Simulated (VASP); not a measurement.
# GeN (Pm-3m) in VASP: a series of runs

GeN is run at these levels: PBE; tasks: single point, relaxation of cell and atoms.

All numbers are computed with VASP 6.6.1; they aren't measurements. Logs are shortened: lines on timing, memory, paths and dates and some standing lists are left out, and cuts for length are marked.

## 1. The cell of the first run

Symmetry: Pm-3m, No. 221, cubic system. The conventional cell has a = 2.815 Å, b = 2.815 Å, c = 2.815 Å, α = 90.00°, β = 90.00°, γ = 90.00°. Within 3.2 Å of Ge (site symmetry m-3m) lie 8 N at 2.44 Å and 6 Ge at 2.81 Å. Within 3.2 Å of N (site symmetry m-3m) lie 8 Ge at 2.44 Å and 6 N at 2.81 Å.

## 2. Single point, PBE

INCAR reads:

```
SYSTEM = GeN
  PREC = Accurate
  ENCUT = 520
  EDIFF = 1E-7
  ISMEAR = 0
  SIGMA = 0.2
  LREAL = .False.
  LASPH = .True.
  NELM = 100
  ALGO = Normal
  ISIF = 2
  LWAVE = .False.
  LCHARG = .False.
  GGA = PE
  NBANDS = 16
```

KPOINTS reads:

```
regular mesh
0
Gamma
  6 6 6
  0 0 0
```

POSCAR reads:

```
GeN
1.0
    2.8149015078      0.0000000000      0.0000000000
    0.0000000000      2.8149015078      0.0000000000
    0.0000000000      0.0000000000      2.8149015078
Ge N
1 1
Direct
    0.0000000000      0.0000000000      0.0000000000
    0.5000000000      0.5000000000      0.5000000000
```

Potentials or basis: VASP PAW PBE potentials, release 64 (Ge_d, N).

The run is started by

```console
> cat potpaw_PBE.64/Ge_d/POTCAR potpaw_PBE.64/N/POTCAR > POTCAR
> mpirun -np 1 vasp_std > vasp.out
```

OUTCAR:

```text
SYSTEM = GeN
   PREC = Accurate
   ENCUT = 520
   EDIFF = 1E-7
   ISMEAR = 0
   LREAL = .False.
   LASPH = .True.
   NELM = 100
   ISIF = 2
   GGA = PE

 ion  position               nearest neighbor table
   1  0.000  0.000  0.000-
   2  0.500  0.500  0.500-

  LATTYP: Found a simple cubic cell.
 ALAT       =     2.8149015078

  Lattice vectors:

 A1 = (   2.8149015078,   0.0000000000,   0.0000000000)
 A2 = (   0.0000000000,   2.8149015078,   0.0000000000)
 A3 = (   0.0000000000,   0.0000000000,   2.8149015078)

Analysis of symmetry for initial positions (statically):
=====================================================================
 Subroutine PRICEL returns:
 Original cell was already a primitive cell.

 Routine SETGRP: Setting up the symmetry group for a
 simple cubic supercell.

 Subroutine GETGRP returns: Found 48 space group operations
 (whereof 48 operations were pure point group operations)
 out of a pool of 48 trial point group operations.

The static configuration has the point symmetry O_h .

Analysis of symmetry for dynamics (positions and initial velocities):
=====================================================================
 Subroutine PRICEL returns:
 Original cell was already a primitive cell.

 Routine SETGRP: Setting up the symmetry group for a
 simple cubic supercell.

 Subroutine GETGRP returns: Found 48 space group operations
 (whereof 48 operations were pure point group operations)
 out of a pool of 48 trial point group operations.

The dynamic configuration has the point symmetry O_h .

 Subroutine INISYM returns: Found 48 space group operations
 (whereof 48 operations are pure point group operations),
 and found     1 'primitive' translations

----------------------------------------------------------------------------------------

                                     Primitive cell

  volume of cell :      22.3044

  direct lattice vectors                    reciprocal lattice vectors
     2.814901508  0.000000000  0.000000000     0.355252217  0.000000000  0.000000000
     0.000000000  2.814901508  0.000000000     0.000000000  0.355252217  0.000000000
     0.000000000  0.000000000  2.814901508     0.000000000  0.000000000  0.355252217

  length of vectors
     2.814901508  2.814901508  2.814901508     0.355252217  0.355252217  0.355252217

  position of ions in fractional coordinates (direct lattice)
     0.000000000  0.000000000  0.000000000
     0.500000000  0.500000000  0.500000000

  ion indices of the primitive-cell ions
   primitive index   ion index
                 1           1
                 2           2

----------------------------------------------------------------------------------------

 KPOINTS: regular mesh

Automatic generation of k-mesh.
 Grid dimensions read from file:
 generate k-points for:    6    6    6

 Generating k-lattice:

  Cartesian coordinates                     Fractional coordinates (reciprocal lattice)
     0.059208703  0.000000000  0.000000000     0.166666667  0.000000000  0.000000000
     0.000000000  0.059208703  0.000000000     0.000000000  0.166666667  0.000000000
     0.000000000  0.000000000  0.059208703     0.000000000  0.000000000  0.166666667

  Length of vectors
     0.059208703  0.059208703  0.059208703

  Shift w.r.t. Gamma in fractional coordinates (k-lattice)
     0.000000000  0.000000000  0.000000000

 Subroutine IBZKPT returns following result:
 ===========================================

 Found     20 irreducible k-points:

 Following reciprocal coordinates:
            Coordinates               Weight
  0.000000  0.000000  0.000000      1.000000
  0.166667  0.000000  0.000000      6.000000
  0.333333  0.000000  0.000000      6.000000
  0.500000  0.000000  0.000000      3.000000
  0.166667  0.166667  0.000000     12.000000
  0.333333  0.166667  0.000000     24.000000
[... 12 lines left out ...]
  0.500000  0.500000  0.333333      6.000000
  0.500000  0.500000  0.500000      1.000000
   k-points           NKPTS =     20   k-points in BZ     NKDIM =     20   number of bands    NBANDS=     16
   number of dos      NEDOS =    301   number of ions     NIONS =      2
   total plane-waves  NPLWV =  13824
   dimension x,y,z NGX =    24 NGY =   24 NGZ =   24
   dimension x,y,z NGXF=    48 NGYF=   48 NGZF=   48
   ions per type =               1   1
   NGX,Y,Z   is equivalent  to a cutoff of  14.17, 14.17, 14.17 a.u.
   NGXF,Y,Z  is equivalent  to a cutoff of  28.35, 28.35, 28.35 a.u.
 SYSTEM =  GeN
   PREC   = accura    normal or accurate (medium, high low for compatibility)
   ISTART =      0    job   : 0-new  1-cont  2-samecut
   ICHARG =      2    charge: 1-file 2-atom 10-const
   ISPIN  =      1    spin polarized calculation?
   LNONCOLLINEAR =      F non collinear calculations
   LSORBIT =      F    spin-orbit coupling
   LASPH  =      T    aspherical Exc in radial PAW
   ENCUT  =  520.0 eV  38.22 Ry    6.18 a.u.   5.23  5.23  5.23*2*pi/ulx,y,z
   NELM   =    100;   NELMIN=  2; NELMDL= -5     # of ELM steps
   EDIFF  = 0.1E-06   stopping-criterion for ELM
   LREAL  =      F    real-space projection
   EDIFFG = 0.1E-05   stopping-criterion for IOM
   NSW    =      0    number of steps for IOM
   IBRION =     -1    ionic relax: 0-MD 1-quasi-New 2-CG
   NFREE  =      0    steps in history (QN), initial steepest desc. (CG)
   ISIF   =      2    stress and relaxation
   ISYM   =      2    0-nonsym 1-usesym 2-fastsym
   POTIM  = 0.5000    time-step for ionic-motion
   TEBEG  =    0.0;   TEEND  =   0.0 temperature during run
   PSTRESS=    0.0 pullay stress
   NELECT =      19.0000    total number of electrons
   NUPDOWN=      -1.0000    fix difference up-down
   EMIN   =  10.00;   EMAX   =-10.00  energy-range for DOS
   EFERMI =   0.00;   METHOD = LEGACY
   ISMEAR =     0;   SIGMA  =   0.20  broadening in eV -4-tet -1-fermi 0-gaus
   EFERMI_NEDOS =   21; number of points for ismear=-14 and -15
   IALGO  =     38    algorithm
   IMIX   =      4    mixing-type and parameters
     AMIX     =   0.40;   BMIX     =  1.00
     AMIX_MAG =   1.60;   BMIX_MAG =  1.00
  volume/ion in A,a.u.               =      11.15        75.26
  Fermi-wavevector in a.u.,A,eV,Ry     =   1.551897  2.932660 32.768048  2.408384
  Thomas-Fermi vector in A             =   2.656350
   LORBIT       =      0    0 simple, 1 ext, 2 COOP (PROOUT), +10 PAW based schemes
   GGA     = PE    functional components
   LHFCALC =     F    Hartree Fock is set to
   AEXX    =    0.0000 exact exchange contribution
   IVDW    =     0    specifies the selected vdW correction
   LEPSILON=     F    determine dielectric tensor
   LRPA    =     F    only Hartree local field effects (RPA)
 non-spin polarized calculation
 Gauss-broadening in eV      SIGMA  =   0.20
  energy-cutoff  :      520.00
  volume of cell :       22.30
 maximum number of plane-waves:       624
 NGX is ok and might be reduce to    24
   NGX = 11   NGY = 11   NGZ = 11

 number of electron      18.9999990 magnetization

 Free energy of the ion-electron system (eV)
  ---------------------------------------------------
  ext. energy  EPLUGINS =         0.00000000
  ---------------------------------------------------
  free energy    TOTEN  =       -10.09228739 eV

  energy without entropy =      -10.07652594  energy(sigma->0) =      -10.08440667

 E-fermi :   7.8311     XC(G=0): -12.5026

 val. band max:        7.7662841532   @ k =   0.3333   0.0000   0.0000
 cond. band min:       7.9029555067   @ k =   0.5000   0.3333   0.0000
 fundamental gap:      0.1366713535
 Fermi energy:         7.8310957284

 k-point     1 :       0.0000    0.0000    0.0000
  band No.  band energies     occupation
      1     -17.1860      2.00000
      2     -17.1860      2.00000
      3     -16.9994      2.00000
      4     -16.9994      2.00000
      5     -16.9994      2.00000
      6      -9.3517      2.00000
[... 8 lines left out ...]
     15      17.7380      0.00000
     16      31.8111      0.00000

 k-point     2 :       0.1667    0.0000    0.0000
  band No.  band energies     occupation
      1     -17.1836      2.00000
      2     -17.1512      2.00000
      3     -17.0122      2.00000
      4     -17.0122      2.00000
      5     -16.9983      2.00000
      6      -8.9290      2.00000
[... 8 lines left out ...]
     15      20.2042      0.00000
     16      28.4192      0.00000

 k-point     3 :       0.3333    0.0000    0.0000
  band No.  band energies     occupation
      1     -17.1786      2.00000
      2     -17.0822      2.00000
      3     -17.0376      2.00000
      4     -17.0376      2.00000
      5     -16.9961      2.00000
      6      -7.7641      2.00000
[... 8 lines left out ...]
     15      23.9467      0.00000
     16      24.9166      0.00000

 k-point     4 :       0.5000    0.0000    0.0000
  band No.  band energies     occupation
      1     -17.1761      2.00000
      2     -17.0503      2.00000
      3     -17.0503      2.00000
      4     -17.0479      2.00000
      5     -16.9950      2.00000
      6      -6.7511      2.00000
[... 8 lines left out ...]
     15      21.0972      0.00000
     16      28.1145      0.00000

 k-point     5 :       0.1667    0.1667    0.0000
  band No.  band energies     occupation
      1     -17.1654      2.00000
      2     -17.1315      2.00000
      3     -17.0277      2.00000
      4     -17.0118      2.00000
      5     -17.0098      2.00000
      6      -8.5114      2.00000
[... 8 lines left out ...]
     15      21.9756      0.00000
     16      25.9792      0.00000

 k-point     6 :       0.3333    0.1667    0.0000
  band No.  band energies     occupation
      1     -17.1552      2.00000
      2     -17.0664      2.00000
      3     -17.0582      2.00000
      4     -17.0356      2.00000
      5     -17.0079      2.00000
      6      -7.3721      2.00000
[... 8 lines left out ...]
     15      23.7802      0.00000
     16      26.2794      0.00000

 k-point     7 :       0.5000    0.1667    0.0000
  band No.  band energies     occupation
      1     -17.1521      2.00000
      2     -17.0735      2.00000
      3     -17.0480      2.00000
      4     -17.0319      2.00000
      5     -17.0065      2.00000
      6      -6.4092      2.00000
[... 8 lines left out ...]
     15      22.5886      0.00000
     16      27.0093      0.00000

 k-point     8 :       0.3333    0.3333    0.0000
  band No.  band energies     occupation
      1     -17.1272      2.00000
      2     -17.0987      2.00000
      3     -17.0325      2.00000
      4     -17.0305      2.00000
      5     -17.0162      2.00000
      6      -6.3442      2.00000
[... 8 lines left out ...]
     15      23.7293      0.00000
     16      24.9040      0.00000

 k-point     9 :       0.5000    0.3333    0.0000
  band No.  band energies     occupation
      1     -17.1193      2.00000
      2     -17.1188      2.00000
      3     -17.0433      2.00000
      4     -17.0295      2.00000
      5     -16.9848      2.00000
      6      -5.5625      2.00000
[... 8 lines left out ...]
     15      24.7103      0.00000
     16      24.8151      0.00000
[... 96 lines left out ...]
 k-point    15 :       0.5000    0.3333    0.1667
  band No.  band energies     occupation
      1     -17.1132      2.00000
      2     -17.0814      2.00000
      3     -17.0623      2.00000
      4     -17.0461      2.00000
      5     -16.9829      2.00000
      6      -5.3097      2.00000
[... 8 lines left out ...]
     15      24.0233      0.00000
     16      24.7760      0.00000

 k-point    16 :       0.5000    0.5000    0.1667
  band No.  band energies     occupation
      1     -17.1339      2.00000
      2     -17.0700      2.00000
      3     -17.0591      2.00000
      4     -17.0591      2.00000
      5     -16.9544      2.00000
      6      -4.7979      2.00000
[... 8 lines left out ...]
     15      24.2554      0.00000
     16      24.2554      0.00000

 k-point    17 :       0.3333    0.3333    0.3333
  band No.  band energies     occupation
      1     -17.0905      2.00000
      2     -17.0806      2.00000
      3     -17.0806      2.00000
      4     -17.0119      2.00000
      5     -17.0119      2.00000
      6      -5.2348      2.00000
[... 8 lines left out ...]
     15      24.0454      0.00000
     16      24.0454      0.00000

 k-point    18 :       0.5000    0.3333    0.3333
  band No.  band energies     occupation
      1     -17.1050      2.00000
      2     -17.0969      2.00000
      3     -17.0789      2.00000
      4     -17.0107      2.00000
      5     -16.9737      2.00000
      6      -4.7167      2.00000
[... 8 lines left out ...]
     15      24.0851      0.00000
     16      24.6230      0.00000

 k-point    19 :       0.5000    0.5000    0.3333
  band No.  band energies     occupation
      1     -17.1199      2.00000
      2     -17.0950      2.00000
      3     -17.0950      2.00000
      4     -16.9916      2.00000
      5     -16.9530      2.00000
      6      -4.3554      2.00000
[... 8 lines left out ...]
     15      24.6685      0.00000
     16      24.6685      0.00000

 k-point    20 :       0.5000    0.5000    0.5000
  band No.  band energies     occupation
      1     -17.1129      2.00000
      2     -17.1129      2.00000
      3     -17.1129      2.00000
      4     -16.9523      2.00000
      5     -16.9523      2.00000
      6      -4.0962      2.00000
[... 8 lines left out ...]
     15      24.8451      0.00000
     16      24.8451      0.00000

------------------------ aborting loop because EDIFF is reached ----------------------------------------

  FORCE on cell =-STRESS in cart. coord.  units (eV):
  Direction    XX          YY          ZZ          XY          YZ          ZX
  --------------------------------------------------------------------------------------
  -------------------------------------------------------------------------------------
  Total        0.0277727      0.0277727      0.0277727     -0.0000000     -0.0000000      0.0000000
  in kB        1.9949856      1.9949856      1.9949856     -0.0000000     -0.0000000      0.0000000
  external PRESSURE =       1.9949856 kB  Pullay stress =       0.0000000 kB

 VOLUME and BASIS-vectors are now :
 -----------------------------------------------------------------------------
  energy-cutoff  :      520.00
  volume of cell :       22.30
      direct lattice vectors                 reciprocal lattice vectors
     2.814901508  0.000000000  0.000000000     0.355252217  0.000000000  0.000000000
     0.000000000  2.814901508  0.000000000     0.000000000  0.355252217  0.000000000
     0.000000000  0.000000000  2.814901508     0.000000000  0.000000000  0.355252217

 POSITION                                       TOTAL-FORCE (eV/Angst)
 -----------------------------------------------------------------------------------
      0.00000      0.00000      0.00000         0.000000      0.000000      0.000000
      1.40745      1.40745      1.40745         0.000000      0.000000      0.000000
 -----------------------------------------------------------------------------------
    total drift:                                0.000000      0.000000     -0.000000

  FREE ENERGIE OF THE ION-ELECTRON SYSTEM (eV)
  ---------------------------------------------------
  free  energy   TOTEN  =       -10.0922873931 eV

  energy  without entropy=      -10.0765259412  energy(sigma->0) =      -10.08440667
```

It took 5.2 s on 1 thread of Intel Xeon 6975P-C, shared host; peak memory 0.14 GiB.

What came out:

* Free energy: -10.0923 eV
* Pressure: 0.2 GPa

Levels at points of the mesh, in eV from the Fermi level:
```csv
k point,band 7,band 8,band 9,band 10,band 11,band 12,band 13,band 14
"(0.00, 0.00, 0.00)",-4.71,-1.74,-1.74,-1.74,8.07,8.07,9.91,9.91
"(0.50, 0.00, 0.00)",-10.87,-0.30,-0.30,1.15,2.58,7.30,7.30,11.82
"(0.50, 0.50, 0.00)",-6.60,-6.60,-6.08,0.21,6.03,6.03,10.09,11.62
"(0.50, 0.50, 0.50)",-3.39,-3.39,-3.39,-2.13,-0.65,-0.65,-0.65,17.01
```

Caveat: the k points lie up to 0.37 Å⁻¹ apart.

## 3. Relaxation of cell and atoms, PBE

This run uses another cell than the first one, of 14.91 Å³/atom, 1.337 times its volume.

INCAR reads:

```
SYSTEM = GeN
ALGO = Normal ; EDIFF = 1E-6
EDIFFG = -0.08 ; ENCUT = 600
GGA = PE ; IBRION = 2
ISIF = 3 ; ISMEAR = 0
LASPH = .TRUE. ; LCHARG = .FALSE.
LREAL = .FALSE. ; LWAVE = .FALSE.
NELM = 100 ; NSW = 36
PREC = Accurate ; SIGMA = 0.2
```

KPOINTS reads:

```
k-points
0
G
  6 6 6
  0 0 0
```

POSCAR reads:

```
GeN
1.0
    3.1011636100      0.0000000000      0.0000000000
    0.0000000000      3.1011636100      0.0000000000
    0.0000000000      0.0000000000      3.1011636100
Ge N
1 1
Direct
    0.0000000000      0.0000000000      0.0000000000
    0.5000000000      0.5000000000      0.5000000000
```

Potentials or basis: VASP PAW PBE potentials, release 64 (Ge_d, N).

The run is started by

```console
> cat potpaw_PBE.64/Ge_d/POTCAR potpaw_PBE.64/N/POTCAR > POTCAR
> mpirun -np 1 vasp_std > vasp.out
```

Run time: 19 s. Hardware: 1 thread of Intel Xeon 6975P-C, shared host; peak memory 0.17 GiB.

The run converged. Its results:

```
Free energy                            : -10.1046 eV
Relaxed volume                         : 11.16 Å³/atom
Relaxed cell                           : a = 2.815 Å, b = 2.815 Å, c = 2.815 Å, α = 90.00°, β = 90.00°, γ = 90.00°
Space group after relaxing (to 0.05 Å) : Pm-3m (No. 221)
Energy gained by relaxing              : 289.5 meV/atom
Ionic steps                            : 3
Pressure after relaxing                : 0.0 GPa
```

Step by step:
| step | energy change (eV) | largest force (eV/Å) | pressure (GPa) | volume (Å³) |
| --- | --- | --- | --- | --- |
| 1 | 0.0000 | 0.0000 | -18.94 | 29.82 |
| 2 | -0.5745 | 0.0000 | -2.91 | 22.84 |
| 3 | -0.5791 | 0.0000 | -0.02 | 22.31 |

Final structure:
```xyz
2
Lattice="2.8153 0.0000 0.0000 0.0000 2.8153 0.0000 0.0000 0.0000 2.8153" Properties=species:S:1:pos:R:3 pbc="T T T"
Ge    0.0000    0.0000    0.0000
N     1.4076    1.4076    1.4076
```

Levels at points of the mesh, in eV from the Fermi level:
```csv
k point,band 8,band 9,band 10,band 11,band 12,band 13
"(0.00, 0.00, 0.00)",-1.74,-1.74,-1.74,8.07,8.07,9.90
"(0.50, 0.00, 0.00)",-0.30,-0.30,1.15,2.58,7.30,7.30
"(0.50, 0.50, 0.00)",-6.60,-6.08,0.21,6.03,6.03,10.08
"(0.50, 0.50, 0.50)",-3.39,-3.39,-2.14,-0.65,-0.65,-0.65
```

Caveat: the volume moved by over 15 % at a fixed basis, so the end points are rough; the bands computed are all filled at some k points, so no gap is given.
